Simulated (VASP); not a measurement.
Set up this calculation in VASP 6.6.1, as the native input.

| Quantity | Value |
| --- | --- |
| Task | single point |
| Functional | PBE |
| Dispersion | D4 |
| Potentials or basis | VASP PAW PBE potentials, release 64 (Se, Zn) |
| Cutoff | 520 eV |
| k mesh | 8 × 8 × 8 |
| Occupations | fermi-dirac, width 0.05 eV |
| Spin | no spin polarisation |
| Dipole correction | no |
| Further INCAR settings | ALGO = Normal; EDIFF = 1e-07; NBANDS = 16 |

The structure of ZnSe (Stilleite) lies in POSCAR:

```
ZnSe
1.0
    0.0000000000      2.8297532019      2.8297532019
    2.8297532019      0.0000000000      2.8297532019
    2.8297532019      2.8297532019      0.0000000000
Se Zn
1 1
Direct
    0.7500000000      0.7500000000      0.7500000000
    0.0000000000      0.0000000000      0.0000000000
```

These files were run (other wordings do the same):

INCAR

```
PREC = Accurate ; ENCUT = 520
EDIFF = 1E-7 ; ISMEAR = -1
SIGMA = 0.05 ; LREAL = False
LASPH = True ; NELM = 80
ALGO = Normal ; ISIF = 2
LWAVE = False ; LCHARG = False
GGA = PE ; IVDW = 13
NBANDS = 16
```

KPOINTS

```
Automatic mesh
0
Gamma
  8 8 8
```

Potentials or basis: VASP PAW PBE potentials, release 64 (Se, Zn).

Run with:

```console
$ cat potpaw_PBE.64/Se/POTCAR potpaw_PBE.64/Zn/POTCAR > POTCAR
$ mpirun -np 1 vasp_std > vasp.out
```

Results of the run:

```json
{
 "Pressure": "0.2 GPa",
 "Band gap on the k mesh": "1.31 eV, direct",
 "Dispersion energy per atom": "-0.318 eV"
}
```

It took 45 s on 1 thread of Intel Xeon 8259CL, on a shared host, peak memory 0.18 GiB.
